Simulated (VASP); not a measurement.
# Au (I4/mmm) in VASP: a series of runs

Au is run at these levels: PBE; tasks: single point.

Program: VASP 6.6.1. These are calculated values, not measurements. Logs are shortened: lines on timing, memory, paths and dates and some standing lists are left out, and cuts for length are marked.

## (1) The cell of the first run

It takes space group I4/mmm (No. 139, tetragonal). Conventional cell: a = 3.351 Å, b = 3.351 Å, c = 3.103 Å, α = 90.00°, β = 90.00°, γ = 90.00°. Within 3.7 Å of Au (site symmetry 4/mmm) lie 14 Au at 2.83 to 3.35 Å.

## (2) Single point, PBE (uniaxial strain along c: -6.0 %)

INCAR

```
SYSTEM = Au
PREC = Accurate
ENCUT = 520
EDIFF = 1E-6
ISMEAR = 0
SIGMA = 0.1
LREAL = .FALSE.
LASPH = .TRUE.
NELM = 80
ALGO = Normal
ISIF = 2
LWAVE = .FALSE.
LCHARG = .TRUE.
GGA = PE
LELF = .TRUE.
LVHAR = .TRUE.
NBANDS = 18
```

KPOINTS

```
Automatic mesh
0
G
  12 12 12
  0 0 0
```

POSCAR

```
Au
1.0
    3.3508286739      0.0000000000      0.0000000000
    0.0000000000      3.3508286739      0.0000000000
    0.0000000000      0.0000000000      3.1032304960
Au
2
Direct
    0.0000000000      0.0000000000      0.0000000000
    0.5000000000      0.5000000000      0.5000000000
```

Potentials or basis: VASP PAW PBE potentials, release 64 (Au).

Command:

```
$ cat potpaw_PBE.64/Au/POTCAR > POTCAR
$ mpirun -np 1 vasp_std > vasp.out
```

OUTCAR:

```text
SYSTEM = Au
   PREC = Accurate
   ENCUT = 520
   EDIFF = 1E-6
   ISMEAR = 0
   LREAL = .FALSE.
   LASPH = .TRUE.
   NELM = 80
   ISIF = 2
   GGA = PE

 ion  position               nearest neighbor table
   1  0.000  0.000  0.000-   2 2.83   2 2.83   2 2.83   2 2.83   2 2.83   2 2.83   2 2.83   2 2.83

   2  0.500  0.500  0.500-   1 2.83   1 2.83   1 2.83   1 2.83   1 2.83   1 2.83   1 2.83   1 2.83

  LATTYP: Found a simple tetragonal cell.
 ALAT       =     3.3508286739
 C/A-ratio  =     0.9261083744

  Lattice vectors:

 A1 = (   3.3508286739,   0.0000000000,   0.0000000000)
 A2 = (   0.0000000000,   3.3508286739,   0.0000000000)
 A3 = (   0.0000000000,   0.0000000000,   3.1032304960)

Analysis of symmetry for initial positions (statically):
=====================================================================
 Subroutine PRICEL returns following result:

  LATTYP: Found a body centered tetragonal cell.
 ALAT       =     3.3508286739
 C/A-ratio  =     0.9261083744

  Lattice vectors:

 A1 = (  -1.6754143370,  -1.6754143370,  -1.5516152480)
 A2 = (   1.6754143370,   1.6754143370,  -1.5516152480)
 A3 = (   1.6754143370,  -1.6754143370,   1.5516152480)

   2 primitive cells build up your supercell.

 Routine SETGRP: Setting up the symmetry group for a
 simple tetragonal supercell.

 Subroutine GETGRP returns: Found 16 space group operations
 (whereof 16 operations were pure point group operations)
 out of a pool of 16 trial point group operations.

The static configuration has the point symmetry D_4h.

Analysis of symmetry for dynamics (positions and initial velocities):
=====================================================================
 Subroutine PRICEL returns following result:

  LATTYP: Found a body centered tetragonal cell.
 ALAT       =     3.3508286739
 C/A-ratio  =     0.9261083744

  Lattice vectors:

 A1 = (  -1.6754143370,  -1.6754143370,  -1.5516152480)
 A2 = (   1.6754143370,   1.6754143370,  -1.5516152480)
 A3 = (   1.6754143370,  -1.6754143370,   1.5516152480)

   2 primitive cells build up your supercell.

 Routine SETGRP: Setting up the symmetry group for a
 simple tetragonal supercell.

 Subroutine GETGRP returns: Found 16 space group operations
 (whereof 16 operations were pure point group operations)
 out of a pool of 16 trial point group operations.

The dynamic configuration has the point symmetry D_4h.

 Subroutine INISYM returns: Found 16 space group operations
 (whereof 16 operations are pure point group operations),
 and found     2 'primitive' translations

----------------------------------------------------------------------------------------

                                     Primitive cell

  volume of cell :      17.4216

  direct lattice vectors                    reciprocal lattice vectors
    -1.675414337 -1.675414337 -1.551615248    -0.000000000 -0.298433641 -0.322244835
     1.675414337  1.675414337 -1.551615248     0.298433641  0.000000000 -0.322244835
     1.675414337 -1.675414337  1.551615248     0.298433641 -0.298433641  0.000000000

  length of vectors
     2.832231678  2.832231678  2.832231678     0.439208802  0.439208802  0.422048902

  position of ions in fractional coordinates (direct lattice)
     0.000000000  0.000000000  0.000000000

  ion indices of the primitive-cell ions
   primitive index   ion index
                 1           1

----------------------------------------------------------------------------------------

 KPOINTS: Automatic mesh

Automatic generation of k-mesh.
 Grid dimensions read from file:
 generate k-points for:   12   12   12

 Generating k-lattice:

  Cartesian coordinates                     Fractional coordinates (reciprocal lattice)
     0.024869470  0.000000000  0.000000000     0.083333333  0.000000000  0.000000000
     0.000000000  0.024869470  0.000000000     0.000000000  0.083333333  0.000000000
     0.000000000  0.000000000  0.026853736     0.000000000  0.000000000  0.083333333

  Length of vectors
     0.024869470  0.024869470  0.026853736

  Shift w.r.t. Gamma in fractional coordinates (k-lattice)
     0.000000000  0.000000000  0.000000000

 Subroutine IBZKPT returns following result:
 ===========================================

 Found    196 irreducible k-points:

 Following reciprocal coordinates:
            Coordinates               Weight
  0.000000  0.000000  0.000000      1.000000
  0.083333  0.000000  0.000000      4.000000
  0.166667  0.000000  0.000000      4.000000
  0.250000  0.000000  0.000000      4.000000
  0.333333  0.000000  0.000000      4.000000
  0.416667  0.000000  0.000000      4.000000
[... 16 lines left out ...]
  0.333333  0.333333  0.000000      4.000000
  0.416667  0.333333  0.000000      8.000000
 [... further k-points ...]
   k-points           NKPTS =    196   k-points in BZ     NKDIM =    196   number of bands    NBANDS=     18
   number of dos      NEDOS =    301   number of ions     NIONS =      2
   total plane-waves  NPLWV =  18816
   dimension x,y,z NGX =    28 NGY =   28 NGZ =   24
   dimension x,y,z NGXF=    56 NGYF=   56 NGZF=   48
   ions per type =               2
   NGX,Y,Z   is equivalent  to a cutoff of  13.89, 13.89, 12.86 a.u.
   NGXF,Y,Z  is equivalent  to a cutoff of  27.78, 27.78, 25.71 a.u.
 SYSTEM =  Au
   PREC   = accura    normal or accurate (medium, high low for compatibility)
   ISTART =      0    job   : 0-new  1-cont  2-samecut
   ICHARG =      2    charge: 1-file 2-atom 10-const
   ISPIN  =      1    spin polarized calculation?
   LNONCOLLINEAR =      F non collinear calculations
   LSORBIT =      F    spin-orbit coupling
   LASPH  =      T    aspherical Exc in radial PAW
   ENCUT  =  520.0 eV  38.22 Ry    6.18 a.u.   6.23  6.23  5.77*2*pi/ulx,y,z
   NELM   =     80;   NELMIN=  2; NELMDL= -5     # of ELM steps
   EDIFF  = 0.1E-05   stopping-criterion for ELM
   LREAL  =      F    real-space projection
   EDIFFG = 0.1E-04   stopping-criterion for IOM
   NSW    =      0    number of steps for IOM
   IBRION =     -1    ionic relax: 0-MD 1-quasi-New 2-CG
   NFREE  =      0    steps in history (QN), initial steepest desc. (CG)
   ISIF   =      2    stress and relaxation
   ISYM   =      2    0-nonsym 1-usesym 2-fastsym
   POTIM  = 0.5000    time-step for ionic-motion
   TEBEG  =    0.0;   TEEND  =   0.0 temperature during run
   PSTRESS=    0.0 pullay stress
   NELECT =      22.0000    total number of electrons
   NUPDOWN=      -1.0000    fix difference up-down
   EMIN   =  10.00;   EMAX   =-10.00  energy-range for DOS
   EFERMI =   0.00;   METHOD = LEGACY
   ISMEAR =     0;   SIGMA  =   0.10  broadening in eV -4-tet -1-fermi 0-gaus
   EFERMI_NEDOS =   21; number of points for ismear=-14 and -15
   IALGO  =     38    algorithm
   IMIX   =      4    mixing-type and parameters
     AMIX     =   0.40;   BMIX     =  1.00
     AMIX_MAG =   1.60;   BMIX_MAG =  1.00
  volume/ion in A,a.u.               =      17.42       117.57
  Fermi-wavevector in a.u.,A,eV,Ry     =   1.404461  2.654046 26.837623  1.972510
  Thomas-Fermi vector in A             =   2.527020
   LORBIT       =      0    0 simple, 1 ext, 2 COOP (PROOUT), +10 PAW based schemes
   GGA     = PE    functional components
   LHFCALC =     F    Hartree Fock is set to
   AEXX    =    0.0000 exact exchange contribution
   IVDW    =     0    specifies the selected vdW correction
   LEPSILON=     F    determine dielectric tensor
   LRPA    =     F    only Hartree local field effects (RPA)
 non-spin polarized calculation
 Gauss-broadening in eV      SIGMA  =   0.10
  energy-cutoff  :      520.00
  volume of cell :       34.84
 maximum number of plane-waves:       955
 NGX is ok and might be reduce to    28
   NGX = 13   NGY = 13   NGZ = 11

 number of electron      22.0000001 magnetization

 Free energy of the ion-electron system (eV)
  ---------------------------------------------------
  ext. energy  EPLUGINS =         0.00000000
  ---------------------------------------------------
  free energy    TOTEN  =        -6.38689945 eV

  energy without entropy =       -6.38379416  energy(sigma->0) =       -6.38534680

 E-fermi :   9.1619     XC(G=0): -12.5863

 val. band max:        9.1412047051   @ k =   0.4167   0.2500   0.0833
 cond. band min:       9.1734264574   @ k =   0.5000   0.0833   0.4167
 fundamental gap:      0.0322217523
 Fermi energy:         9.1618756804

 k-point     1 :       0.0000    0.0000    0.0000
  band No.  band energies     occupation
      1      -0.5043      2.00000
      2       2.4640      2.00000
      3       2.4650      2.00000
      4       4.0518      2.00000
      5       4.5638      2.00000
      6       4.5638      2.00000
[... 10 lines left out ...]
     17      25.1558      0.00000
     18      25.1558      0.00000

 k-point     2 :       0.0833    0.0000    0.0000
  band No.  band energies     occupation
      1      -0.3848      2.00000
      2       2.5128      2.00000
      3       2.5335      2.00000
      4       4.0660      2.00000
      5       4.5743      2.00000
      6       4.6040      2.00000
[... 10 lines left out ...]
     17      25.0805      0.00000
     18      25.2626      0.00000

 k-point     3 :       0.1667    0.0000    0.0000
  band No.  band energies     occupation
      1      -0.0325      2.00000
      2       2.6559      2.00000
      3       2.7247      2.00000
      4       4.1127      2.00000
      5       4.6099      2.00000
      6       4.7228      2.00000
[... 10 lines left out ...]
     17      24.9676      0.00000
     18      25.5042      0.00000

 k-point     4 :       0.2500    0.0000    0.0000
  band No.  band energies     occupation
      1       0.5320      2.00000
      2       2.8783      2.00000
      3       2.9949      2.00000
      4       4.2035      2.00000
      5       4.6820      2.00000
      6       4.9150      2.00000
[... 375 lines left out ...]
      4       4.2016      2.00000
      5       4.7190      2.00000
      6       4.7190      2.00000
[... 10 lines left out ...]
     17      24.0301      0.00000
     18      24.0301      0.00000

 k-point    23 :       0.3333    0.3333    0.0000
  band No.  band energies     occupation
      1       1.8553      2.00000
      2       2.6278      2.00000
      3       3.8996      2.00000
      4       4.3893      2.00000
      5       4.5590      2.00000
      6       5.2152      2.00000
[... 10 lines left out ...]
     17      23.3046      0.00000
     18      26.3576      0.00000

 k-point    24 :       0.4167    0.3333    0.0000
  band No.  band energies     occupation
      1       2.0151      2.00000
      2       2.3976      2.00000
      3       3.8584      2.00000
      4       4.1051      2.00000
      5       5.0024      2.00000
      6       5.4052      2.00000
[... 10 lines left out ...]
     17      23.0260      0.00000
     18      25.2390      0.00000

 [... further k-points ...]
[... 5 lines left out ...]
  --------------------------------------------------------------------------------------
  -------------------------------------------------------------------------------------
  Total        1.1061488      1.1061488      1.0054945      0.0000000      0.0000000      0.0000000
  in kB       50.8634325     50.8634325     46.2351017      0.0000000      0.0000000      0.0000000
  external PRESSURE =      49.3206556 kB  Pullay stress =       0.0000000 kB

 VOLUME and BASIS-vectors are now :
 -----------------------------------------------------------------------------
  energy-cutoff  :      520.00
  volume of cell :       34.84
      direct lattice vectors                 reciprocal lattice vectors
     3.350828674  0.000000000  0.000000000     0.298433641  0.000000000  0.000000000
     0.000000000  3.350828674  0.000000000     0.000000000  0.298433641  0.000000000
     0.000000000  0.000000000  3.103230496     0.000000000  0.000000000  0.322244835

 POSITION                                       TOTAL-FORCE (eV/Angst)
 -----------------------------------------------------------------------------------
      0.00000      0.00000      0.00000        -0.000000     -0.000000      0.000000
      1.67541      1.67541      1.55162         0.000000      0.000000     -0.000000
 -----------------------------------------------------------------------------------
    total drift:                                0.000000      0.000000      0.000000

  FREE ENERGIE OF THE ION-ELECTRON SYSTEM (eV)
  ---------------------------------------------------
  free  energy   TOTEN  =        -6.3868994504 eV

  energy  without entropy=       -6.3837941583  energy(sigma->0) =       -6.38534680
```

Wall time 34 s (1 thread of AMD EPYC 9R45 (Zen 5), shared host); peak memory 0.19 GiB.

What came out:

* Free energy: -6.3869 eV
* Pressure: 4.9 GPa
* Band gap on the k mesh: zero (band 11 reaches 12.26 eV, above the bottom of band 12 at 6.89 eV)

Caveat: the cell differs from its parent crystal (uniaxial strain along c: -6.0 %); spin-orbit coupling is left out, which moves the levels of the heavy elements.

## (3) Single point, PBE (uniaxial strain along c: -6.0 %, then relaxed in part)

INCAR

```
SYSTEM = Au
  ALGO = Normal
  EDIFF = 1E-7
  ENCUT = 520
  GGA = PE
  ISIF = 2
  ISMEAR = 0
  LASPH = .TRUE.
  LCHARG = .FALSE.
  LREAL = .FALSE.
  LWAVE = .FALSE.
  NBANDS = 18
  NELM = 100
  PREC = Accurate
  SIGMA = 0.1
```

KPOINTS

```
k-points
0
G
  12 12 12
  0 0 0
```

POSCAR

```
Au
1.0
    3.4128385761      0.0000000000      0.0000000000
    0.0000000000      3.4128385761      0.0000000000
    0.0000000000      0.0000000000      3.1032304960
Au
2
Direct
    0.0000000000      0.0000000000      0.0000000000
    0.5000000000      0.5000000000      0.5000000000
```

Potentials or basis: VASP PAW PBE potentials, release 64 (Au).

Command:

```
$ cat potpaw_PBE.64/Au/POTCAR > POTCAR
$ mpirun -np 1 vasp_std > vasp.out
```

Wall time 34 s (1 thread of AMD EPYC 9R45 (Zen 5), shared host); peak memory 0.2 GiB.

Results (log left out):

```
Free energy            : -6.4066 eV
Pressure               : -0.6 GPa
Band gap on the k mesh : zero (band 11 reaches 11.59 eV, above the bottom of band 12 at 6.30 eV)
```

Stress tensor (GPa, compression positive):
```
-0.24  0.00  0.00
 0.00 -0.24  0.00
 0.00  0.00 -1.18
```

Levels at points of the mesh, in eV from the Fermi level:
```csv
k point,band 9,band 10,band 11,band 12,band 13,band 14
"(0.00, 0.00, 0.00)",-1.86,-1.86,-1.67,5.35,5.35,8.10
"(0.50, 0.00, 0.00)",-3.20,-3.20,-2.28,-2.28,12.16,12.16
"(0.50, 0.50, 0.00)",-1.54,-1.54,-0.76,-0.76,2.71,2.71
"(0.00, 0.00, 0.50)",-3.43,-3.43,-1.16,-1.16,11.46,11.46
"(0.50, 0.00, 0.50)",-1.47,-1.47,-0.21,-0.21,3.49,3.49
"(0.50, 0.50, 0.50)",-2.48,-2.48,2.84,2.84,6.39,6.39
```

Caveat: the cell differs from its parent crystal (uniaxial strain along c: -6.0 %, then relaxed in part); spin-orbit coupling is left out, which moves the levels of the heavy elements.

## (4) Single point, PBE (uniaxial strain along a: -6.0 %)

INCAR

```
SYSTEM = Au
ALGO = Fast
EDIFF = 1E-6
ENCUT = 520
GGA = PE
ISIF = 2
ISMEAR = 0
LASPH = .TRUE.
LCHARG = .FALSE.
LREAL = .FALSE.
LWAVE = .FALSE.
NBANDS = 18
NELM = 100
PREC = Accurate
SIGMA = 0.1
```

KPOINTS

```
k-points
0
G
  16 16 16
  0 0 0
```

POSCAR

```
Au
1.0
    3.1032304960      0.0000000000      0.0000000000
    0.0000000000      3.3508286739      0.0000000000
    0.0000000000      0.0000000000      3.3508286739
Au
2
Direct
    0.0000000000      0.0000000000      0.0000000000
    0.5000000000      0.5000000000      0.5000000000
```

Command:

```
$ cat potpaw_PBE.64/Au/POTCAR > POTCAR
$ mpirun -np 1 vasp_std > vasp.out
```

Wall time 86 s (1 thread of Intel Xeon Platinum 8488C (Sapphire Rapids), shared host); peak memory 0.31 GiB.

It converged, with:

```
Free energy            : -6.3892 eV
Pressure               : 5.1 GPa
Band gap on the k mesh : zero (band 11 reaches 12.30 eV, above the bottom of band 12 at 6.89 eV)
```

Stress tensor (GPa, compression positive):
```
4.86 0.00 0.00
0.00 5.16 0.00
0.00 0.00 5.16
```

Levels at points of the mesh, in eV from the Fermi level:
```csv
k point,band 9,band 10,band 11,band 12,band 13,band 14
"(0.00, 0.00, 0.00)",-1.84,-1.84,-1.68,5.55,5.55,7.81
"(0.50, 0.00, 0.00)",-3.51,-3.51,-1.30,-1.30,11.88,11.88
"(0.00, 0.50, 0.00)",-3.31,-3.31,-2.25,-2.25,12.61,12.61
"(0.50, 0.50, 0.00)",-1.42,-1.42,-0.39,-0.39,3.67,3.67
"(0.00, 0.50, 0.50)",-1.49,-1.49,-0.84,-0.84,3.02,3.02
"(0.50, 0.50, 0.50)",-2.53,-2.53,2.92,2.92,6.65,6.65
```

Caveat: the cell differs from its parent crystal (uniaxial strain along a: -6.0 %); spin-orbit coupling is left out, which moves the levels of the heavy elements.

(Continued in part 2 of 2.)
